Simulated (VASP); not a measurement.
# PtS2 in VASP: a series of runs

PtS2 is run at these levels: PBE+D3(BJ); tasks: single point.

Program: VASP 6.6.1. These are calculated values, not measurements. Logs are shortened: lines on timing, memory, paths and dates and some standing lists are left out, and cuts for length are marked.

**1. The cell of the first run**

The cell holds a slab with vacuum, 6 atoms: a = 3.542 Å, b = 3.542 Å, c = 22.467 Å, α = 90.00°, β = 90.00°, γ = 120.00°.

**2. Single point, PBE+D3(BJ)**

Input file INCAR:

```
SYSTEM = PtS2
PREC = Accurate
ENCUT = 520
EDIFF = 1E-6
ISMEAR = 0
SIGMA = 0.05
LREAL = .FALSE.
LASPH = .TRUE.
NELM = 80
ALGO = Normal
ISIF = 2
LWAVE = .FALSE.
LCHARG = .FALSE.
LDIPOL = .TRUE.
IDIPOL = 3
DIPOL = 0.5 0.5 0.383
GGA = PE
IVDW = 12
NBANDS = 31
```

Input file KPOINTS:

```
Automatic mesh
0
G
  9 9 1
  0 0 0
```

Input file POSCAR:

```
PtS2
1.0
    3.5415266177      0.0000000000      0.0000000000
   -1.7707633089      3.0670520191      0.0000000000
    0.0000000000      0.0000000000     22.4670701842
S Pt
4 2
Direct
    0.6666666667      0.3333333333      0.2002931385
    0.3333333333      0.6666666667      0.3108342581
    0.3333333333      1.1666666667      0.4550453178
    0.0000000000      1.5000000000      0.5655864374
    0.0000000000      0.0000000000      0.2555636983
   -0.3333333333      0.8333333333      0.5103158776
```

Potentials or basis: VASP PAW PBE potentials, release 64 (S, Pt).

On the command line:

```bash
cat potpaw_PBE.64/S/POTCAR potpaw_PBE.64/Pt/POTCAR > POTCAR
mpirun -np 1 vasp_std > vasp.out
```

OUTCAR:

```text
SYSTEM = PtS2
   PREC = Accurate
   ENCUT = 520
   EDIFF = 1E-6
   ISMEAR = 0
   LREAL = .FALSE.
   LASPH = .TRUE.
   NELM = 80
   ISIF = 2
   GGA = PE
   IVDW = 12
 IVDW          = 12

 ion  position               nearest neighbor table
   1  0.667  0.333  0.200-   5 2.39   5 2.39   5 2.39
   2  0.333  0.667  0.311-   5 2.39   5 2.39   5 2.39
   3  0.333  0.167  0.455-   6 2.39   6 2.39   6 2.39
   4  0.000  0.500  0.566-   6 2.39   6 2.39   6 2.39
   5  0.000  0.000  0.256-   1 2.39   2 2.39   1 2.39   2 2.39   1 2.39   2 2.39
   6  0.667  0.833  0.510-   3 2.39   3 2.39   4 2.39   4 2.39   4 2.39   3 2.39

  LATTYP: Found a hexagonal cell.
 ALAT       =     3.5415266177
 C/A-ratio  =     6.3438942042

  Lattice vectors:

 A1 = (   3.5415266177,   0.0000000000,   0.0000000000)
 A2 = (  -1.7707633089,   3.0670520191,   0.0000000000)
 A3 = (   0.0000000000,   0.0000000000,  22.4670701842)

Analysis of symmetry for initial positions (statically):
=====================================================================
 Subroutine PRICEL returns:
 Original cell was already a primitive cell.

 Routine SETGRP: Setting up the symmetry group for a
 hexagonal supercell.

 Subroutine GETGRP returns: Found  4 space group operations
 (whereof  2 operations were pure point group operations)
 out of a pool of 24 trial point group operations.

The static configuration has the point symmetry C_1h.
 The point group associated with its full space group is C_2h.

Analysis of symmetry for dynamics (positions and initial velocities):
=====================================================================
 Subroutine PRICEL returns:
 Original cell was already a primitive cell.

 Routine SETGRP: Setting up the symmetry group for a
 hexagonal supercell.

 Subroutine GETGRP returns: Found  4 space group operations
 (whereof  2 operations were pure point group operations)
 out of a pool of 24 trial point group operations.

The dynamic configuration has the point symmetry C_1h.
 The point group associated with its full space group is C_2h.

 Subroutine INISYM returns: Found  4 space group operations
 (whereof  2 operations are pure point group operations),
 and found     1 'primitive' translations

----------------------------------------------------------------------------------------

                                     Primitive cell

  volume of cell :     244.0384

  direct lattice vectors                    reciprocal lattice vectors
     3.541526618  0.000000000  0.000000000     0.282364107  0.163022993  0.000000000
    -1.770763309  3.067052019  0.000000000     0.000000000  0.326045986  0.000000000
     0.000000000  0.000000000 22.467070184     0.000000000  0.000000000  0.044509586

  length of vectors
     3.541526618  3.541526618 22.467070184     0.326045986  0.326045986  0.044509586

  position of ions in fractional coordinates (direct lattice)
     0.666666667  0.333333333  0.200293139
     0.333333333  0.666666667  0.310834258
     0.333333333  0.166666667  0.455045318
     0.000000000  0.500000000  0.565586437
     0.000000000  0.000000000  0.255563698
     0.666666667  0.833333333  0.510315878

  ion indices of the primitive-cell ions
   primitive index   ion index
                 1           1
                 2           2
                 3           3
                 4           4
                 5           5
                 6           6

----------------------------------------------------------------------------------------

 KPOINTS: Automatic mesh

Automatic generation of k-mesh.
 Grid dimensions read from file:
 generate k-points for:    9    9    1

 Generating k-lattice:

  Cartesian coordinates                     Fractional coordinates (reciprocal lattice)
     0.031373790  0.018113666  0.000000000     0.111111111  0.000000000  0.000000000
     0.000000000  0.036227332  0.000000000     0.000000000  0.111111111  0.000000000
     0.000000000  0.000000000  0.044509586     0.000000000  0.000000000  1.000000000

  Length of vectors
     0.036227332  0.036227332  0.044509586

  Shift w.r.t. Gamma in fractional coordinates (k-lattice)
     0.000000000  0.000000000  0.000000000

 Subroutine IBZKPT returns following result:
 ===========================================

 Found     25 irreducible k-points:

 Following reciprocal coordinates:
            Coordinates               Weight
  0.000000  0.000000  0.000000      1.000000
  0.111111 -0.000000  0.000000      2.000000
  0.000000  0.111111  0.000000      4.000000
  0.222222 -0.000000  0.000000      2.000000
  0.000000  0.222222  0.000000      4.000000
  0.333333  0.000000  0.000000      2.000000
[... 16 lines left out ...]
 -0.222222 -0.444444  0.000000      4.000000
  0.444444  0.333333  0.000000      4.000000
   k-points           NKPTS =     25   k-points in BZ     NKDIM =     25   number of bands    NBANDS=     31
   number of dos      NEDOS =    301   number of ions     NIONS =      6
   total plane-waves  NPLWV = 131712
   dimension x,y,z NGX =    28 NGY =   28 NGZ =  168
   dimension x,y,z NGXF=    56 NGYF=   56 NGZF=  336
   ions per type =               4   2
   NGX,Y,Z   is equivalent  to a cutoff of  13.14, 13.14, 12.43 a.u.
   NGXF,Y,Z  is equivalent  to a cutoff of  26.29, 26.29, 24.86 a.u.
 SYSTEM =  PtS2
   PREC   = accura    normal or accurate (medium, high low for compatibility)
   ISTART =      0    job   : 0-new  1-cont  2-samecut
   ICHARG =      2    charge: 1-file 2-atom 10-const
   ISPIN  =      1    spin polarized calculation?
   LNONCOLLINEAR =      F non collinear calculations
   LSORBIT =      F    spin-orbit coupling
   LASPH  =      T    aspherical Exc in radial PAW
   ENCUT  =  520.0 eV  38.22 Ry    6.18 a.u.   6.58  6.58 41.77*2*pi/ulx,y,z
   NELM   =     80;   NELMIN=  2; NELMDL= -5     # of ELM steps
   EDIFF  = 0.1E-05   stopping-criterion for ELM
   LREAL  =      F    real-space projection
   EDIFFG = 0.1E-04   stopping-criterion for IOM
   NSW    =      0    number of steps for IOM
   IBRION =     -1    ionic relax: 0-MD 1-quasi-New 2-CG
   NFREE  =      0    steps in history (QN), initial steepest desc. (CG)
   ISIF   =      2    stress and relaxation
   ISYM   =      2    0-nonsym 1-usesym 2-fastsym
   POTIM  = 0.5000    time-step for ionic-motion
   TEBEG  =    0.0;   TEEND  =   0.0 temperature during run
   PSTRESS=    0.0 pullay stress
   NELECT =      44.0000    total number of electrons
   NUPDOWN=      -1.0000    fix difference up-down
   EMIN   =  10.00;   EMAX   =-10.00  energy-range for DOS
   EFERMI =   0.00;   METHOD = LEGACY
   ISMEAR =     0;   SIGMA  =   0.05  broadening in eV -4-tet -1-fermi 0-gaus
   EFERMI_NEDOS =   21; number of points for ismear=-14 and -15
   IALGO  =     38    algorithm
   IMIX   =      4    mixing-type and parameters
     AMIX     =   0.40;   BMIX     =  1.00
     AMIX_MAG =   1.60;   BMIX_MAG =  1.00
  volume/ion in A,a.u.               =      40.67       274.48
  Fermi-wavevector in a.u.,A,eV,Ry     =   0.924854  1.747720 11.637802  0.855354
  Thomas-Fermi vector in A             =   2.050645
   LORBIT       =      0    0 simple, 1 ext, 2 COOP (PROOUT), +10 PAW based schemes
   GGA     = PE    functional components
   LHFCALC =     F    Hartree Fock is set to
   AEXX    =    0.0000 exact exchange contribution
   IVDW    =    12    specifies the selected vdW correction
   LEPSILON=     F    determine dielectric tensor
   LRPA    =     F    only Hartree local field effects (RPA)
 non-spin polarized calculation
 Gauss-broadening in eV      SIGMA  =   0.05
  energy-cutoff  :      520.00
  volume of cell :      244.04
 maximum number of plane-waves:      6671
   NGX = 13   NGY = 13   NGZ = 83

 number of electron      44.0000001 magnetization

 dipolmoment           0.000000      0.000000     -0.000008 electrons x Angstroem

 Free energy of the ion-electron system (eV)
  ---------------------------------------------------
  ext. energy  EPLUGINS =         0.00000000
  ---------------------------------------------------
  free energy    TOTEN  =       -30.88800022 eV

  energy without entropy =      -30.88800022  energy(sigma->0) =      -30.88800022

 E-fermi :  -0.2927     XC(G=0):  -5.4361

 val. band max:       -0.5345014314   @ k =   0.1111   0.1111   0.0000
 cond. band min:       0.8187196976   @ k =   0.2222  -0.0000   0.0000
 fundamental gap:      1.3532211290
 Fermi energy:        -0.2927453559

 k-point     1 :       0.0000    0.0000    0.0000
  band No.  band energies     occupation
      1     -14.9238      2.00000
      2     -14.8621      2.00000
      3     -12.7643      2.00000
      4     -12.6238      2.00000
      5      -6.3939      2.00000
      6      -6.3921      2.00000
[... 23 lines left out ...]
     30       5.3118      0.00000
     31       5.5766      0.00000

 k-point     2 :       0.1111   -0.0000    0.0000
  band No.  band energies     occupation
      1     -14.7698      2.00000
      2     -14.7075      2.00000
      3     -12.7908      2.00000
      4     -12.6606      2.00000
      5      -6.4159      2.00000
      6      -6.3653      2.00000
[... 23 lines left out ...]
     30       5.8962      0.00000
     31       6.0015      0.00000

 k-point     3 :       0.0000    0.1111    0.0000
  band No.  band energies     occupation
      1     -14.7693      2.00000
      2     -14.7080      2.00000
      3     -12.7892      2.00000
      4     -12.6621      2.00000
      5      -6.4157      2.00000
      6      -6.3679      2.00000
[... 703 lines left out ...]
     30       7.6095      0.00000
     31       7.8468      0.00000

 k-point    24 :       0.4444    0.3333    0.0000
  band No.  band energies     occupation
      1     -13.1227      2.00000
      2     -13.0869      2.00000
      3     -12.9640      2.00000
      4     -12.9374      2.00000
      5      -6.6637      2.00000
      6      -6.6279      2.00000
[... 23 lines left out ...]
     30       7.5080      0.00000
     31       8.0592      0.00000

 [... further k-points ...]

------------------------ aborting loop because EDIFF is reached ----------------------------------------

 vacuum level on the upper side and lower side of the slab       (xc-potential included)        -0.217        -0.217

 Edisp (eV)   -1.92699

 E8    (eV) :    -0.7984

  FORCE on cell =-STRESS in cart. coord.  units (eV):
  Direction    XX          YY          ZZ          XY          YZ          ZX
  --------------------------------------------------------------------------------------
  -------------------------------------------------------------------------------------
  Total      -0.50967    -0.43100    -0.81062    -0.06813     0.00156     0.00270
  in kB      -3.34610    -2.82960    -5.32191    -0.44730     0.01022     0.01771
  external pressure =       -3.83 kB  Pullay stress =        0.00 kB

 VOLUME and BASIS-vectors are now :
 -----------------------------------------------------------------------------
  energy-cutoff  :      520.00
  volume of cell :      244.04
      direct lattice vectors                 reciprocal lattice vectors
     3.541526618  0.000000000  0.000000000     0.282364107  0.163022993  0.000000000
    -1.770763309  3.067052019  0.000000000     0.000000000  0.326045986  0.000000000
     0.000000000  0.000000000 22.467070184     0.000000000  0.000000000  0.044509586

 POSITION                                       TOTAL-FORCE (eV/Angst)
 -----------------------------------------------------------------------------------
      1.77076      1.02235      4.50000        -0.005841     -0.003372      0.034729
     -0.00000      2.04470      6.98354        -0.015693     -0.009060     -0.016363
      0.88538      0.51118     10.22354         0.015693      0.009060      0.016363
     -0.88538      1.53353     12.70707         0.005841      0.003372     -0.034729
      0.00000      0.00000      5.74177         0.016828      0.009715      0.088302
      0.88538      2.55588     11.46530        -0.016828     -0.009715     -0.088302
 -----------------------------------------------------------------------------------
    total drift:                                0.000000      0.000000     -0.000237

  FREE ENERGIE OF THE ION-ELECTRON SYSTEM (eV)
  ---------------------------------------------------
  free  energy   TOTEN  =       -32.8149857931 eV

  energy  without entropy=      -32.8149857931  energy(sigma->0) =      -32.81498579

 vacuum level on the upper side and lower side of the slab         5.281         5.281
```

Wall time 3 min (1 thread of Intel Xeon Platinum 8559C (Emerald Rapids), shared host); peak memory 0.43 GiB.

What came out:

| Property | Result |
| --- | --- |
| Free energy | -32.8150 eV |
| Largest force | 0.090 eV/Å |
| Band gap on the k mesh | 1.35 eV, indirect (least direct gap 1.46 eV) |
| Dispersion energy per atom | -0.321 eV |

Forces on the atoms (eV/Å):
```
S   -0.006 -0.003  0.035
S   -0.016 -0.009 -0.016
S    0.016  0.009  0.016
S    0.006  0.003 -0.035
Pt   0.017  0.010  0.088
Pt  -0.017 -0.010 -0.088
```

Levels at points of the mesh, in eV from the valence-band top:
```csv
k point,band 19,band 20,band 21,band 22,band 23,band 24,band 25,band 26
"(0.00, 0.00, 0.00)",-0.57,-0.55,-0.52,-0.46,2.85,2.90,2.94,2.99
```

Caveat: spin-orbit coupling is left out, which moves the levels of the heavy elements.

**3. Single point, PBE+D3(BJ)**

Input file INCAR:

```
SYSTEM = PtS2
PREC     = Accurate       ! precision mode
ENCUT    = 520            ! plane-wave cutoff, eV
EDIFF    = 1E-7           ! SCF threshold, eV
ISMEAR   = 0              ! smearing method
SIGMA    = 0.05           ! smearing width, eV
LREAL    = .FALSE.        ! projectors in reciprocal space
LASPH    = .TRUE.         ! aspherical terms in the spheres
NELM     = 80             ! most SCF steps
ALGO     = Normal         ! electronic algorithm
ISIF     = 2              ! what is computed and relaxed
LWAVE    = .FALSE.        ! write WAVECAR
LCHARG   = .FALSE.        ! write CHGCAR
LDIPOL   = .TRUE.       
IDIPOL   = 3            
DIPOL    = 0.5 0.5 0.383
GGA      = PE             ! functional
IVDW     = 12             ! dispersion correction
NBANDS   = 31             ! bands
```

Input file KPOINTS:

```
regular mesh
0
G
  9 9 1
  0 0 0
```

Input file POSCAR:

```
PtS2
1.0
    3.5415266177      0.0000000000      0.0000000000
   -1.7707633089      3.0670520191      0.0000000000
    0.0000000000      0.0000000000     22.4670701842
S Pt
4 2
Direct
    0.6666666667      0.3333333333      0.2002931385
    0.3333333333      0.6666666667      0.3108342581
    0.5000000000      1.0000000000      0.4550453178
    0.1666666667      1.3333333333      0.5655864374
    0.0000000000      0.0000000000      0.2555636983
   -0.1666666667      0.6666666667      0.5103158776
```

Potentials or basis: VASP PAW PBE potentials, release 64 (S, Pt).

On the command line:

```bash
cat potpaw_PBE.64/S/POTCAR potpaw_PBE.64/Pt/POTCAR > POTCAR
mpirun -np 1 vasp_std > vasp.out
```

Run time: 3.8 min. Hardware: 1 thread of Intel Xeon Platinum 8559C (Emerald Rapids), shared host; peak memory 0.43 GiB.

The run converged. Its results:

```yaml
Free_energy: -32.7868 eV
Largest_force: 0.119 eV/Å
Band_gap_on_the_k_mesh: 1.29 eV, indirect (least direct gap 1.43 eV)
Dispersion_energy_per_atom: -0.321 eV
```

Forces in eV/Å, atoms in the order of the input:
```
S    0.000 -0.035  0.035
S    0.000 -0.088 -0.080
S    0.000  0.088  0.080
S    0.000  0.035 -0.035
Pt   0.000  0.049  0.070
Pt   0.000 -0.049 -0.070
```

Levels at points of the mesh, in eV from the valence-band top:
| k point | band 19 | band 20 | band 21 | band 22 | band 23 | band 24 | band 25 | band 26 |
| --- | --- | --- | --- | --- | --- | --- | --- | --- |
| (0.00, 0.00, 0.00) | -0.65 | -0.64 | -0.62 | -0.46 | 2.81 | 2.83 | 2.85 | 2.86 |

Caveat: spin-orbit coupling is left out, which moves the levels of the heavy elements.

**4. Single point, PBE+D3(BJ)**

Input file INCAR:

```
PREC = Accurate
ENCUT = 520
EDIFF = 1E-7
ISMEAR = 0
SIGMA = 0.05
LREAL = False
LASPH = True
NELM = 80
ALGO = Normal
ISIF = 2
LWAVE = False
LCHARG = True
LDIPOL = True
IDIPOL = 3
DIPOL = 0.5 0.5 0.383
GGA = PE
IVDW = 12
LELF = True
LVHAR = True
LVACPOTAV = True
NBANDS = 31
```

Input file KPOINTS:

```
Automatic mesh
0
Gamma
  9 9 1
```

Input file POSCAR:

```
PtS2
1.0
    3.5415266177      0.0000000000      0.0000000000
   -1.7707633089      3.0670520191      0.0000000000
    0.0000000000      0.0000000000     22.4670701842
S Pt
4 2
Direct
    0.6666666667      0.3333333333      0.2002931385
    0.3333333333      0.6666666667      0.3108342581
    0.6666666667      0.8333333333      0.4550453178
    0.3333333333      1.1666666667      0.5655864374
    0.0000000000      0.0000000000      0.2555636983
    0.0000000000      0.5000000000      0.5103158776
```

On the command line:

```bash
cat potpaw_PBE.64/S/POTCAR potpaw_PBE.64/Pt/POTCAR > POTCAR
mpirun -np 1 vasp_std > vasp.out
```

Wall time 3.3 min (1 thread of Intel Xeon Platinum 8559C (Emerald Rapids), shared host); peak memory 0.44 GiB.

The run converged. Its results:

* Free energy: -32.7840 eV
* Largest force: 0.105 eV/Å
* Band gap on the k mesh: 1.30 eV, indirect (least direct gap 1.44 eV)
* Dispersion energy per atom: -0.321 eV

Forces on the atoms (eV/Å):
```
S   -0.022 -0.013  0.037
S   -0.057 -0.033 -0.082
S    0.057  0.033  0.082
S    0.022  0.013 -0.037
Pt   0.019  0.011  0.057
Pt  -0.019 -0.011 -0.057
```

Levels at points of the mesh, in eV from the valence-band top:
```csv
k point,band 20,band 21,band 22,band 23,band 24,band 25
"(0.00, 0.00, 0.00)",-0.62,-0.60,-0.44,2.82,2.84,2.87
```

Caveat: spin-orbit coupling is left out, which moves the levels of the heavy elements.
